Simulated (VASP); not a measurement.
# V (Im-3m) in VASP: further runs, part 2 of 2

VASP 6.6.1.

**3. Single point, revPBE (volume scaled by 1.08)**

The input, INCAR:

```
SYSTEM = V
  PREC = Accurate
  ENCUT = 520
  EDIFF = 1E-6
  ISMEAR = -1
  SIGMA = 0.1
  LREAL = .FALSE.
  LASPH = .TRUE.
  NELM = 60
  ALGO = Normal
  ISIF = 2
  LWAVE = .FALSE.
  LCHARG = .FALSE.
  GGA = RE
  NBANDS = 12
```

The input, KPOINTS:

```
regular mesh
0
G
  24 24 24
  0 0 0
```

The input, POSCAR:

```
V
1.0
   -1.5470813191      1.5470813191      1.5470813191
    1.5470813191     -1.5470813191      1.5470813191
    1.5470813191      1.5470813191     -1.5470813191
V
1
Direct
    0.0000000000      0.0000000000      0.0000000000
```

Potentials or basis: VASP PAW PBE potentials, release 64 (V_sv).

The run is started by

```
$ cat potpaw_PBE.64/V_sv/POTCAR > POTCAR
$ mpirun -np 1 vasp_std > vasp.out
```

OUTCAR:

```text
SYSTEM = V
   PREC = Accurate
   ENCUT = 520
   EDIFF = 1E-6
   ISMEAR = -1
   LREAL = .FALSE.
   LASPH = .TRUE.
   NELM = 60
   ISIF = 2
   GGA = RE

 ion  position               nearest neighbor table
   1  0.000  0.000  0.000-

  LATTYP: Found a body centered cubic cell.
 ALAT       =     3.0941626382

  Lattice vectors:

 A1 = (  -1.5470813191,   1.5470813191,   1.5470813191)
 A2 = (   1.5470813191,  -1.5470813191,   1.5470813191)
 A3 = (   1.5470813191,   1.5470813191,  -1.5470813191)

Analysis of symmetry for initial positions (statically):
=====================================================================
 Subroutine PRICEL returns:
 Original cell was already a primitive cell.

 Routine SETGRP: Setting up the symmetry group for a
 body centered cubic supercell.

 Subroutine GETGRP returns: Found 48 space group operations
 (whereof 48 operations were pure point group operations)
 out of a pool of 48 trial point group operations.

The static configuration has the point symmetry O_h .

Analysis of symmetry for dynamics (positions and initial velocities):
=====================================================================
 Subroutine PRICEL returns:
 Original cell was already a primitive cell.

 Routine SETGRP: Setting up the symmetry group for a
 body centered cubic supercell.

 Subroutine GETGRP returns: Found 48 space group operations
 (whereof 48 operations were pure point group operations)
 out of a pool of 48 trial point group operations.

The dynamic configuration has the point symmetry O_h .

 Subroutine INISYM returns: Found 48 space group operations
 (whereof 48 operations are pure point group operations),
 and found     1 'primitive' translations

----------------------------------------------------------------------------------------

                                     Primitive cell

  volume of cell :      14.8115

  direct lattice vectors                    reciprocal lattice vectors
    -1.547081319  1.547081319  1.547081319     0.000000000  0.323189217  0.323189217
     1.547081319 -1.547081319  1.547081319     0.323189217  0.000000000  0.323189217
     1.547081319  1.547081319 -1.547081319     0.323189217  0.323189217  0.000000000

  length of vectors
     2.679623448  2.679623448  2.679623448     0.457058574  0.457058574  0.457058574

  position of ions in fractional coordinates (direct lattice)
     0.000000000  0.000000000  0.000000000

  ion indices of the primitive-cell ions
   primitive index   ion index
                 1           1

----------------------------------------------------------------------------------------

 KPOINTS: regular mesh

Automatic generation of k-mesh.
 Grid dimensions read from file:
 generate k-points for:   24   24   24

 Generating k-lattice:

  Cartesian coordinates                     Fractional coordinates (reciprocal lattice)
     0.000000000  0.013466217  0.013466217     0.041666667  0.000000000  0.000000000
     0.013466217  0.000000000  0.013466217     0.000000000  0.041666667  0.000000000
     0.013466217  0.013466217  0.000000000     0.000000000  0.000000000  0.041666667

  Length of vectors
     0.019044107  0.019044107  0.019044107

  Shift w.r.t. Gamma in fractional coordinates (k-lattice)
     0.000000000  0.000000000  0.000000000

 Subroutine IBZKPT returns following result:
 ===========================================

 Found    413 irreducible k-points:

 Following reciprocal coordinates:
            Coordinates               Weight
  0.000000  0.000000  0.000000      1.000000
  0.041667  0.000000  0.000000     12.000000
  0.083333  0.000000  0.000000     12.000000
  0.125000  0.000000  0.000000     12.000000
  0.166667  0.000000  0.000000     12.000000
  0.208333  0.000000  0.000000     12.000000
[... 16 lines left out ...]
  0.416667  0.041667  0.000000     48.000000
  0.458333  0.041667  0.000000     48.000000
 [... further k-points ...]
   k-points           NKPTS =    413   k-points in BZ     NKDIM =    413   number of bands    NBANDS=     12
   number of dos      NEDOS =    301   number of ions     NIONS =      1
   total plane-waves  NPLWV =   8000
   dimension x,y,z NGX =    20 NGY =   20 NGZ =   20
   dimension x,y,z NGXF=    40 NGYF=   40 NGZF=   40
   ions per type =               1
   NGX,Y,Z   is equivalent  to a cutoff of  12.41, 12.41, 12.41 a.u.
   NGXF,Y,Z  is equivalent  to a cutoff of  24.82, 24.82, 24.82 a.u.
 SYSTEM =  V
   PREC   = accura    normal or accurate (medium, high low for compatibility)
   ISTART =      0    job   : 0-new  1-cont  2-samecut
   ICHARG =      2    charge: 1-file 2-atom 10-const
   ISPIN  =      1    spin polarized calculation?
   LNONCOLLINEAR =      F non collinear calculations
   LSORBIT =      F    spin-orbit coupling
   LASPH  =      T    aspherical Exc in radial PAW
   ENCUT  =  520.0 eV  38.22 Ry    6.18 a.u.   4.98  4.98  4.98*2*pi/ulx,y,z
   NELM   =     60;   NELMIN=  2; NELMDL= -5     # of ELM steps
   EDIFF  = 0.1E-05   stopping-criterion for ELM
   LREAL  =      F    real-space projection
   EDIFFG = 0.1E-04   stopping-criterion for IOM
   NSW    =      0    number of steps for IOM
   IBRION =     -1    ionic relax: 0-MD 1-quasi-New 2-CG
   NFREE  =      0    steps in history (QN), initial steepest desc. (CG)
   ISIF   =      2    stress and relaxation
   ISYM   =      2    0-nonsym 1-usesym 2-fastsym
   POTIM  = 0.5000    time-step for ionic-motion
   TEBEG  =    0.0;   TEEND  =   0.0 temperature during run
   PSTRESS=    0.0 pullay stress
   NELECT =      13.0000    total number of electrons
   NUPDOWN=      -1.0000    fix difference up-down
   EMIN   =  10.00;   EMAX   =-10.00  energy-range for DOS
   EFERMI =   0.00;   METHOD = LEGACY
   ISMEAR =    -1;   SIGMA  =   0.10  broadening in eV -4-tet -1-fermi 0-gaus
   EFERMI_NEDOS =   21; number of points for ismear=-14 and -15
   IALGO  =     38    algorithm
   IMIX   =      4    mixing-type and parameters
     AMIX     =   0.40;   BMIX     =  1.00
     AMIX_MAG =   1.60;   BMIX_MAG =  1.00
  volume/ion in A,a.u.               =      14.81        99.95
  Fermi-wavevector in a.u.,A,eV,Ry     =   1.567435  2.962022 33.427497  2.456852
  Thomas-Fermi vector in A             =   2.669615
   LORBIT       =      0    0 simple, 1 ext, 2 COOP (PROOUT), +10 PAW based schemes
   GGA     = RE    functional components
   LHFCALC =     F    Hartree Fock is set to
   AEXX    =    0.0000 exact exchange contribution
   IVDW    =     0    specifies the selected vdW correction
   LEPSILON=     F    determine dielectric tensor
   LRPA    =     F    only Hartree local field effects (RPA)
 non-spin polarized calculation
  energy-cutoff  :      520.00
  volume of cell :       14.81
 maximum number of plane-waves:       420
   NGX =  9   NGY =  9   NGZ =  9

 number of electron      13.0000010 magnetization

 Free energy of the ion-electron system (eV)
  ---------------------------------------------------
  ext. energy  EPLUGINS =         0.00000000
  ---------------------------------------------------
  free energy    TOTEN  =        -8.60081936 eV

  energy without entropy =       -8.53764957  energy(sigma->0) =       -8.56923446

 E-fermi :   8.6736     XC(G=0): -12.3103

 val. band max:        8.6694430895   @ k =   0.2083   0.0417   0.0000
 cond. band min:       8.6753901405   @ k =   0.1667   0.0000   0.0000
 fundamental gap:      0.0059470510
 Fermi energy:         8.6736037257

 k-point     1 :       0.0000    0.0000    0.0000
  band No.  band energies     occupation
      1     -55.2871      2.00000
      2     -28.6691      2.00000
      3     -28.6691      2.00000
      4     -28.6691      2.00000
      5       2.2861      2.00000
      6       9.0464      0.04697
      7       9.0464      0.04697
      8       9.0464      0.04697
      9      10.8327      0.00000
     10      10.8327      0.00000
     11      28.3761      0.00000
     12      28.3761      0.00000

 k-point     2 :       0.0417    0.0000    0.0000
  band No.  band energies     occupation
      1     -55.2848      2.00000
      2     -28.6807      2.00000
      3     -28.6727      2.00000
      4     -28.6691      2.00000
      5       2.3508      2.00000
      6       9.0202      0.06059
      7       9.0414      0.04931
      8       9.0903      0.03052
      9      10.8023      0.00000
     10      10.8344      0.00000
     11      28.2202      0.00000
     12      28.3599      0.00000
[... 316 lines left out ...]
 k-point    24 :       0.4583    0.0417    0.0000
  band No.  band energies     occupation
      1     -55.1534      2.00000
      2     -29.3215      2.00000
      3     -28.8815      2.00000
      4     -28.6771      2.00000
      5       5.8257      2.00000
      6       7.7081      1.99987
      7       9.7859      0.00003
      8      10.8033      0.00000
      9      11.2095      0.00000
     10      12.3610      0.00000
     11      17.7633      0.00000
     12      23.7739      0.00000

 [... further k-points ...]
[... 5 lines left out ...]
  --------------------------------------------------------------------------------------
  -------------------------------------------------------------------------------------
  Total       -1.0406994     -1.0406994     -1.0406994      0.0000000      0.0000000     -0.0000000
  in kB     -112.5735815   -112.5735815   -112.5735815      0.0000000      0.0000000     -0.0000000
  external PRESSURE =    -112.5735815 kB  Pullay stress =       0.0000000 kB

 VOLUME and BASIS-vectors are now :
 -----------------------------------------------------------------------------
  energy-cutoff  :      520.00
  volume of cell :       14.81
      direct lattice vectors                 reciprocal lattice vectors
    -1.547081319  1.547081319  1.547081319     0.000000000  0.323189217  0.323189217
     1.547081319 -1.547081319  1.547081319     0.323189217  0.000000000  0.323189217
     1.547081319  1.547081319 -1.547081319     0.323189217  0.323189217  0.000000000

 POSITION                                       TOTAL-FORCE (eV/Angst)
 -----------------------------------------------------------------------------------
      0.00000      0.00000      0.00000         0.000000     -0.000000      0.000000
 -----------------------------------------------------------------------------------
    total drift:                                0.000000     -0.000000      0.000000

  FREE ENERGIE OF THE ION-ELECTRON SYSTEM (eV)
  ---------------------------------------------------
  free  energy   TOTEN  =        -8.6008193582 eV

  energy  without entropy=       -8.5376495653  energy(sigma->0) =       -8.56923446
```

Wall time 1.9 min (1 thread of AMD EPYC 7R13, shared host); peak memory 0.15 GiB.

Results:

| Item | Value |
| --- | --- |
| Free energy | -8.6008 eV |
| Pressure | -11.3 GPa |

Levels at points of the mesh, in eV from the Fermi level:
```tsv
k point	band 4	band 5	band 6	band 7	band 8	band 9	band 10	band 11
(0.00, 0.00, 0.00)	-37.34	-6.39	0.37	0.37	0.37	2.16	2.16	19.70
(0.50, 0.00, 0.00)	-37.35	-2.88	-0.98	1.30	2.14	2.46	3.60	9.03
(0.50, 0.50, 0.50)	-37.80	-2.60	-2.60	3.26	3.26	3.26	9.34	9.34
```

Caveat: the PAW data sets were made with another functional, which shifts forces and pressure a little.

**4. Single point, revPBE (volume scaled by 1.12)**

The input, INCAR:

```
ALGO = Normal
EDIFF = 1E-6
ENCUT = 520
GGA = RE
ISIF = 2
ISMEAR = -1
LASPH = True
LCHARG = False
LREAL = False
LWAVE = False
NBANDS = 12
NELM = 60
PREC = Accurate
SIGMA = 0.1
```

The input, KPOINTS:

```
k-points
0
Gamma
  24 24 24
```

The input, POSCAR:

```
V
1.0
   -1.5659500240      1.5659500240      1.5659500240
    1.5659500240     -1.5659500240      1.5659500240
    1.5659500240      1.5659500240     -1.5659500240
V
1
Direct
    0.0000000000      0.0000000000      0.0000000000
```

The run is started by

```
$ cat potpaw_PBE.64/V_sv/POTCAR > POTCAR
$ mpirun -np 1 vasp_std > vasp.out
```

Wall time 96 s (1 thread of AMD EPYC 7R13, shared host); peak memory 0.15 GiB.

It converged, with:

| Quantity | Value |
| --- | --- |
| Free energy | -8.5550 eV |
| Pressure | -15.5 GPa |

Levels at points of the mesh, in eV from the Fermi level:
```tsv
k point	band 5	band 6	band 7	band 8	band 9	band 10
(0.00, 0.00, 0.00)	-6.29	0.36	0.36	0.36	2.07	2.07
(0.50, 0.00, 0.00)	-2.77	-0.92	1.21	2.04	2.35	3.43
(0.50, 0.50, 0.50)	-2.46	-2.46	3.11	3.11	3.11	9.04
```

Caveat: the PAW data sets were made with another functional, which shifts forces and pressure a little.

**5. Summary**

```tsv
cell	gap on the mesh (eV)	pressure (GPa)
a = 2.646 Å, angles 109.5°, 1 atom	none	-6.0
a = 2.680 Å, angles 109.5°, 1 atom	none	-11.3
a = 2.712 Å, angles 109.5°, 1 atom	none	-15.5
```

Alike in all rows: task single point; level revPBE; potentials or basis VASP PAW PBE potentials, release 64 (V_sv); no spin polarisation; k mesh 24 × 24 × 24; cutoff (eV) 520; smearing fermi-dirac 0.1 eV.

Caveats: the PAW data sets were made with another functional, which shifts forces and pressure a little.

Total energies depend on the potentials used, so only differences within one code and one set of settings carry meaning.
